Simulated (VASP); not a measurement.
# Sc (P6_3/mmc) in VASP: further runs

Sc is run at these levels: PBE; tasks: single point, relaxation of cell and atoms.

Program: VASP 6.6.1. These are calculated values, not measurements. Logs are shortened: lines on timing, memory, paths and dates and some standing lists are left out, and cuts for length are marked.

### 1 The cell of the first run

Symmetry: P6_3/mmc, No. 194, hexagonal system. The conventional cell has a = 3.321 Å, b = 3.321 Å, c = 5.166 Å, α = 90.00°, β = 90.00°, γ = 120.00°. Sc (site symmetry -6m2) has 12 Sc at 3.22 to 3.32 Å within 4.2 Å.

### 2 Single point, PBE

INCAR

```
PREC = Accurate
ENCUT = 500
EDIFF = 1E-6
ISMEAR = -1
SIGMA = 0.05
LREAL = False
LASPH = True
NELM = 120
ALGO = Normal
ISIF = 2
LWAVE = False
LCHARG = False
GGA = PE
NBANDS = 18
GGA_COMPAT = False
```

KPOINTS

```
regular mesh
0
Gamma
  13 13 8
```

POSCAR

```
Sc
1.0
    3.3206552942      0.0000000000      0.0000000000
   -1.6603276471      2.8757718420      0.0000000000
    0.0000000000      0.0000000000      5.1657957301
Sc
2
Direct
    0.3333333333      0.6666666667      0.2500000000
    0.6666666667      0.3333333333      0.7500000000
```

Potentials or basis: VASP PAW PBE potentials, release 64 (Sc_sv).

Started as:

```
cat potpaw_PBE.64/Sc_sv/POTCAR > POTCAR
mpirun -np 1 vasp_std > vasp.out
```

OUTCAR:

```text
PREC = Accurate
   ENCUT = 500
   EDIFF = 1E-6
   ISMEAR = -1
   LREAL = False
   LASPH = True
   NELM = 120
   ISIF = 2
   GGA = PE

 ion  position               nearest neighbor table
   1  0.333  0.667  0.250-   2 3.22   2 3.22   2 3.22   2 3.22   2 3.22   2 3.22
   2  0.667  0.333  0.750-   1 3.22   1 3.22   1 3.22   1 3.22   1 3.22   1 3.22

  LATTYP: Found a hexagonal cell.
 ALAT       =     3.3206552942
 C/A-ratio  =     1.5556555175

  Lattice vectors:

 A1 = (   3.3206552942,   0.0000000000,   0.0000000000)
 A2 = (  -1.6603276471,   2.8757718420,   0.0000000000)
 A3 = (   0.0000000000,   0.0000000000,   5.1657957301)

Analysis of symmetry for initial positions (statically):
=====================================================================
 Subroutine PRICEL returns:
 Original cell was already a primitive cell.

 Routine SETGRP: Setting up the symmetry group for a
 hexagonal supercell.

 Subroutine GETGRP returns: Found 24 space group operations
 (whereof 12 operations were pure point group operations)
 out of a pool of 24 trial point group operations.

The static configuration has the point symmetry D_3d.
 The point group associated with its full space group is D_6h.

Analysis of symmetry for dynamics (positions and initial velocities):
=====================================================================
 Subroutine PRICEL returns:
 Original cell was already a primitive cell.

 Routine SETGRP: Setting up the symmetry group for a
 hexagonal supercell.

 Subroutine GETGRP returns: Found 24 space group operations
 (whereof 12 operations were pure point group operations)
 out of a pool of 24 trial point group operations.

The dynamic configuration has the point symmetry D_3d.
 The point group associated with its full space group is D_6h.

 Subroutine INISYM returns: Found 24 space group operations
 (whereof 12 operations are pure point group operations),
 and found     1 'primitive' translations

----------------------------------------------------------------------------------------

                                     Primitive cell

  volume of cell :      49.3305

  direct lattice vectors                    reciprocal lattice vectors
     3.320655294  0.000000000  0.000000000     0.301145380  0.173866366  0.000000000
    -1.660327647  2.875771842  0.000000000     0.000000000  0.347732732  0.000000000
     0.000000000  0.000000000  5.165795730     0.000000000  0.000000000  0.193581019

  length of vectors
     3.320655294  3.320655294  5.165795730     0.347732732  0.347732732  0.193581019

  position of ions in fractional coordinates (direct lattice)
     0.333333333  0.666666667  0.250000000
     0.666666667  0.333333333  0.750000000

  ion indices of the primitive-cell ions
   primitive index   ion index
                 1           1
                 2           2

----------------------------------------------------------------------------------------

 KPOINTS: regular mesh

Automatic generation of k-mesh.
 Grid dimensions read from file:
 generate k-points for:   13   13    8

 Generating k-lattice:

  Cartesian coordinates                     Fractional coordinates (reciprocal lattice)
     0.023165029  0.013374336  0.000000000     0.076923077  0.000000000  0.000000000
     0.000000000  0.026748672  0.000000000     0.000000000  0.076923077  0.000000000
     0.000000000  0.000000000  0.024197627     0.000000000  0.000000000  0.125000000

  Length of vectors
     0.026748672  0.026748672  0.024197627

  Shift w.r.t. Gamma in fractional coordinates (k-lattice)
     0.000000000  0.000000000  0.000000000

 Subroutine IBZKPT returns following result:
 ===========================================

 Found    105 irreducible k-points:

 Following reciprocal coordinates:
            Coordinates               Weight
  0.000000  0.000000  0.000000      1.000000
  0.076923 -0.000000  0.000000      6.000000
  0.153846 -0.000000  0.000000      6.000000
  0.230769 -0.000000  0.000000      6.000000
  0.307692 -0.000000  0.000000      6.000000
  0.384615  0.000000  0.000000      6.000000
[... 16 lines left out ...]
  0.076923 -0.000000  0.125000     12.000000
  0.153846 -0.000000  0.125000     12.000000
 [... further k-points ...]
   k-points           NKPTS =    105   k-points in BZ     NKDIM =    105   number of bands    NBANDS=     18
   number of dos      NEDOS =    301   number of ions     NIONS =      2
   total plane-waves  NPLWV =  23040
   dimension x,y,z NGX =    24 NGY =   24 NGZ =   40
   dimension x,y,z NGXF=    48 NGYF=   48 NGZF=   80
   ions per type =               2
   NGX,Y,Z   is equivalent  to a cutoff of  12.02, 12.02, 12.87 a.u.
   NGXF,Y,Z  is equivalent  to a cutoff of  24.03, 24.03, 25.75 a.u.
 SYSTEM =  unknown system
   PREC   = accura    normal or accurate (medium, high low for compatibility)
   ISTART =      0    job   : 0-new  1-cont  2-samecut
   ICHARG =      2    charge: 1-file 2-atom 10-const
   ISPIN  =      1    spin polarized calculation?
   LNONCOLLINEAR =      F non collinear calculations
   LSORBIT =      F    spin-orbit coupling
   LASPH  =      T    aspherical Exc in radial PAW
   ENCUT  =  500.0 eV  36.75 Ry    6.06 a.u.   6.05  6.05  9.42*2*pi/ulx,y,z
   NELM   =    120;   NELMIN=  2; NELMDL= -5     # of ELM steps
   EDIFF  = 0.1E-05   stopping-criterion for ELM
   LREAL  =      F    real-space projection
   EDIFFG = 0.1E-04   stopping-criterion for IOM
   NSW    =      0    number of steps for IOM
   IBRION =     -1    ionic relax: 0-MD 1-quasi-New 2-CG
   NFREE  =      0    steps in history (QN), initial steepest desc. (CG)
   ISIF   =      2    stress and relaxation
   ISYM   =      2    0-nonsym 1-usesym 2-fastsym
   POTIM  = 0.5000    time-step for ionic-motion
   TEBEG  =    0.0;   TEEND  =   0.0 temperature during run
   PSTRESS=    0.0 pullay stress
   NELECT =      22.0000    total number of electrons
   NUPDOWN=      -1.0000    fix difference up-down
   EMIN   =  10.00;   EMAX   =-10.00  energy-range for DOS
   EFERMI =   0.00;   METHOD = LEGACY
   ISMEAR =    -1;   SIGMA  =   0.05  broadening in eV -4-tet -1-fermi 0-gaus
   EFERMI_NEDOS =   21; number of points for ismear=-14 and -15
   IALGO  =     38    algorithm
   IMIX   =      4    mixing-type and parameters
     AMIX     =   0.40;   BMIX     =  1.00
     AMIX_MAG =   1.60;   BMIX_MAG =  1.00
  volume/ion in A,a.u.               =      24.67       166.45
  Fermi-wavevector in a.u.,A,eV,Ry     =   1.250769  2.363611 21.285281  1.564424
  Thomas-Fermi vector in A             =   2.384748
   LORBIT       =      0    0 simple, 1 ext, 2 COOP (PROOUT), +10 PAW based schemes
   GGA     = PE    functional components
   LHFCALC =     F    Hartree Fock is set to
   AEXX    =    0.0000 exact exchange contribution
   IVDW    =     0    specifies the selected vdW correction
   LEPSILON=     F    determine dielectric tensor
   LRPA    =     F    only Hartree local field effects (RPA)
 non-spin polarized calculation
  energy-cutoff  :      500.00
  volume of cell :       49.33
 maximum number of plane-waves:      1272
   NGX = 13   NGY = 13   NGZ = 19

 number of electron      21.9999999 magnetization

 Free energy of the ion-electron system (eV)
  ---------------------------------------------------
  ext. energy  EPLUGINS =         0.00000000
  ---------------------------------------------------
  free energy    TOTEN  =       -12.51421606 eV

  energy without entropy =      -12.47943407  energy(sigma->0) =      -12.49682507

 E-fermi :   3.6736     XC(G=0):  -9.8741

 val. band max:        3.6722032003   @ k =   0.3077   0.3077   0.5000
 cond. band min:       3.6738642747   @ k =   0.1538   0.0769   0.1250
 fundamental gap:      0.0016610744
 Fermi energy:         3.6736266767

 k-point     1 :       0.0000    0.0000    0.0000
  band No.  band energies     occupation
      1     -45.7441      2.00000
      2     -45.6730      2.00000
      3     -24.5733      2.00000
      4     -24.2332      2.00000
      5     -24.2332      2.00000
      6     -24.1663      2.00000
[... 10 lines left out ...]
     17       5.9787      0.00000
     18       5.9787      0.00000

 k-point     2 :       0.0769   -0.0000    0.0000
  band No.  band energies     occupation
      1     -45.7414      2.00000
      2     -45.6721      2.00000
      3     -24.5656      2.00000
      4     -24.2477      2.00000
      5     -24.2383      2.00000
      6     -24.1816      2.00000
[... 10 lines left out ...]
     17       5.8767      0.00000
     18       5.8995      0.00000

 k-point     3 :       0.1538   -0.0000    0.0000
  band No.  band energies     occupation
      1     -45.7337      2.00000
      2     -45.6698      2.00000
      3     -24.5434      2.00000
      4     -24.2881      2.00000
      5     -24.2520      2.00000
      6     -24.2235      2.00000
[... 10 lines left out ...]
     17       5.9582      0.00000
     18       6.0355      0.00000

 k-point     4 :       0.2308   -0.0000    0.0000
  band No.  band energies     occupation
      1     -45.7223      2.00000
      2     -45.6669      2.00000
      3     -24.5095      2.00000
      4     -24.3459      2.00000
      5     -24.2808      2.00000
      6     -24.2707      2.00000
[... 375 lines left out ...]
      4     -24.2306      2.00000
      5     -24.2306      2.00000
      6     -24.1689      2.00000
[... 10 lines left out ...]
     17       6.1101      0.00000
     18       6.1101      0.00000

 k-point    23 :       0.0769   -0.0000    0.1250
  band No.  band energies     occupation
      1     -45.7388      2.00000
      2     -45.6748      2.00000
      3     -24.5504      2.00000
      4     -24.2447      2.00000
      5     -24.2356      2.00000
      6     -24.1891      2.00000
[... 10 lines left out ...]
     17       6.0585      0.00000
     18       6.0786      0.00000

 k-point    24 :       0.1538   -0.0000    0.1250
  band No.  band energies     occupation
      1     -45.7312      2.00000
      2     -45.6722      2.00000
      3     -24.5311      2.00000
      4     -24.2838      2.00000
      5     -24.2491      2.00000
      6     -24.2340      2.00000
[... 10 lines left out ...]
     17       6.0621      0.00000
     18       6.1323      0.00000

 [... further k-points ...]

------------------------ aborting loop because EDIFF is reached ----------------------------------------

  FORCE on cell =-STRESS in cart. coord.  units (eV):
  Direction    XX          YY          ZZ          XY          YZ          ZX
  --------------------------------------------------------------------------------------
  -------------------------------------------------------------------------------------
  Total       -0.0112165     -0.0112165      0.0037405      0.0000000      0.0000000      0.0000000
  in kB       -0.3642931     -0.3642931      0.1214869      0.0000000      0.0000000      0.0000000
  external PRESSURE =      -0.2023665 kB  Pullay stress =       0.0000000 kB

 VOLUME and BASIS-vectors are now :
 -----------------------------------------------------------------------------
  energy-cutoff  :      500.00
  volume of cell :       49.33
      direct lattice vectors                 reciprocal lattice vectors
     3.320655294  0.000000000  0.000000000     0.301145380  0.173866366  0.000000000
    -1.660327647  2.875771842  0.000000000     0.000000000  0.347732732  0.000000000
     0.000000000  0.000000000  5.165795730     0.000000000  0.000000000  0.193581019

 POSITION                                       TOTAL-FORCE (eV/Angst)
 -----------------------------------------------------------------------------------
     -0.00000      1.91718      1.29145         0.000000     -0.000000      0.000000
      1.66033      0.95859      3.87435        -0.000000      0.000000      0.000000
 -----------------------------------------------------------------------------------
    total drift:                               -0.000000      0.000000     -0.000000

  FREE ENERGIE OF THE ION-ELECTRON SYSTEM (eV)
  ---------------------------------------------------
  free  energy   TOTEN  =       -12.5142160646 eV

  energy  without entropy=      -12.4794340697  energy(sigma->0) =      -12.49682507
```

It took 75 s on 1 thread of AMD EPYC 7R43 (Zen 3), shared host; peak memory 0.17 GiB.

Results:

- Free energy: -12.5142 eV
- Pressure: 0.0 GPa
- Band gap on the k mesh: zero (bands 11 and 12 overlap by 1.48 eV)

(Continued in part 2 of 2.)
